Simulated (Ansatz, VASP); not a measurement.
# One calculation of TiAl, two programs

Contents of POSCAR:

```
TiAl
1.0
    3.0762052759      0.0000000000      0.0000000000
    0.0000000000      3.0762052759      0.0000000000
    0.0000000000      0.0000000000      3.2664860147
Ti Al
1 1
Direct
    0.0000000000      0.0000000000      0.0000000000
    0.5000000000      0.5000000000      0.5000000000
```

Contents of INCAR.step1:

```
SYSTEM = TiAl
  PREC = Accurate
  ENCUT = 520
  ISMEAR = 0
  SIGMA = 0.15
  LREAL = .False.
  LASPH = .True.
  NELM = 80
  NBANDS = 14
  GGA = PE
  ALGO = Normal
  EDIFF = 1E-4
  LWAVE = .True.
  LCHARG = .False.
```

Contents of INCAR.step2:

```
SYSTEM = TiAl
  PREC = Accurate
  ENCUT = 520
  EDIFF = 1E-7
  ISMEAR = 0
  SIGMA = 0.15
  LREAL = .False.
  LASPH = .True.
  NELM = 80
  ALGO = Normal
  ISIF = 2
  LWAVE = .False.
  LCHARG = .True.
  METAGGA = R2SCAN
  LMIXTAU = .True.
  LELF = .True.
  LVHAR = .True.
  NBANDS = 14
  ISTART = 1
```

Contents of KPOINTS:

```
regular mesh
0
Gamma
  20 20 20
  0 0 0
```

Input for Ansatz:

```yaml
crystal:
  lattice:
    - [3.0762052759, 0.0, 0.0]
    - [0.0, 3.0762052759, 0.0]
    - [0.0, 0.0, 3.2664860147]
  atoms:
    - { symbol: Ti, position: [0.0, 0.0, 0.0] }
    - { symbol: Al, position: [0.5, 0.5, 0.5] }
basis:
  ecutwfc: 500
kpoints:
  mp_grid: { grid: [20, 20, 20] }
hamiltonian:
  xc: r2scan
scf:
  occupations: { method: gaussian, width: 0.15 }
output:
  forces: true
  stress: true
  eigenvalues: true
```

Change from the starting cell: strain -0.030 along x and y, +0.030 along z, atoms carried along.

Alike in both runs: task single point; functional r2SCAN; k mesh 20 × 20 × 20; occupations gaussian, width 0.15 eV; no spin polarisation.

```csv
,VASP,Ansatz
version,VASP 6.6.1,Ansatz 0.2.0
potentials or method,"VASP PAW PBE potentials, release 64 (Ti_sv, Al), cutoff 520 eV","scalar-relativistic, plane waves, PAW"
valence electrons in the cell,15,15
```

Ansatz gave:

- gap on the k mesh at the Fermi level (eV): none
- pressure (GPa): 4.2
- traceless stress, the component that is largest in VASP (GPa): 2.42

What did VASP give for the same quantities?

gap on the k mesh at the Fermi level (eV): none; pressure (GPa): 4.3; traceless stress, the component that is largest in VASP (GPa): 2.43.

VASP's potentials were made for PBE, not for r2SCAN. A gap of «none» marks a metal or a gap that the smearing closes. With one functional, cell and mesh, what is left measures potentials, basis and numerics.
